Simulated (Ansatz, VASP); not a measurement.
# Two plane-wave programs on Mn

```
Mn
1.0
     2.56406    0.00000    0.00000
     0.00000    2.56406    0.00000
     0.00000    0.00000    3.45960
Mn
2
Cartesian
  2.5641 2.5641 0.0000
  1.2820 1.2820 1.7298
```

Alike in both runs: task single point; functional revPBE; k mesh 14 × 14 × 10; occupations fermi-dirac, width 0.05 eV; collinear spin.

|  | VASP | Ansatz |
| --- | --- | --- |
| version | VASP 6.6.1 | Ansatz 0.2.0 |
| potentials or method | VASP PAW PBE potentials, release 64 (Mn_pv), cutoff 520 eV | plane waves (420 eV) with PAW, scalar-relativistic |
| valence electrons in the cell | 26 | 30 |

VASP gave:

| Item | Value |
| --- | --- |
| pressure (GPa) | 6.9 |
| traceless stress, the component that is largest in VASP (GPa) | -0.72 |
| net moment per atom (μB) | 0.00 |
| size of the moment on the site where the two differ most (μB) | 1.93 |

Estimate Ansatz's values.

pressure (GPa): 6.4; traceless stress, the component that is largest in VASP (GPa): -0.83; net moment per atom (μB): 0.00; size of the moment on the site where the two differ most (μB): 1.86.

VASP's potentials were made for PBE, not for revPBE. Site moments also hang on the region over which each program counts them. With one functional, cell and mesh, what is left measures potentials, basis and numerics. VASP's potentials hold 26 valence electrons a cell and Ansatz's 30, so a difference there can come from the potentials and not from the codes.
